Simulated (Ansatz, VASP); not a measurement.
**One calculation of CdS, two programs**

Contents of INCAR:

```
SYSTEM = CdS
ALGO = Normal
EDIFF = 1E-6
ENCUT = 520
GGA = PS
ISIF = 2
ISMEAR = 0
LASPH = .True.
LCHARG = .False.
LREAL = .False.
LWAVE = .False.
NBANDS = 16
NELM = 60
PREC = Accurate
SIGMA = 0.01
```

Contents of KPOINTS:

```
k-points
0
Gamma
  6 6 6
  0 0 0
```

Contents of POSCAR:

```
CdS
1.0
    0.0000000000      2.7267765431      2.7267765431
    2.7267765431      0.0000000000      2.7267765431
    2.7267765431      2.7267765431      0.0000000000
Cd S
1 1
Direct
    0.0000000000      0.0000000000      0.0000000000
    0.5000000000      0.5000000000      0.5000000000
```

Input for Ansatz:

```yaml
crystal:
  lattice:
    - [0.0, 2.7267765431, 2.7267765431]
    - [2.7267765431, 0.0, 2.7267765431]
    - [2.7267765431, 2.7267765431, 0.0]
  atoms:
    - { symbol: Cd, position: [0.0, 0.0, 0.0] }
    - { symbol: S, position: [0.5, 0.5, 0.5] }
kpoints:
  mp_grid: { grid: [6, 6, 6] }
hamiltonian:
  xc: pbesol
scf:
  occupations: { method: fixed }
  n_extra_bands: 4
output:
  forces: true
  stress: true
  eigenvalues: true
```

Alike in both runs: task single point; functional PBEsol; k mesh 6 × 6 × 6; no spin polarisation.

|  | VASP | Ansatz |
| --- | --- | --- |
| version | VASP 6.6.1 | Ansatz 0.2.0 |
| potentials or method | VASP PAW PBE potentials, release 64 (Cd, S) | plane waves, PAW |
| plane-wave cutoff (eV) | 520 | 420 |
| occupations | gaussian, width 0.01 eV | fixed |
| valence electrons in the cell | 18 | 26 |

```csv
,VASP,Ansatz,Ansatz less VASP
gap on the k mesh at the Fermi level (eV),0.12,0.13,+0.006
pressure (GPa),-1.9,-2.4,-0.48
```

VASP's potentials were made for PBE, not for PBEsol. VASP's potentials hold 18 valence electrons a cell and Ansatz's 26, so a difference there can come from the potentials and not from the codes.
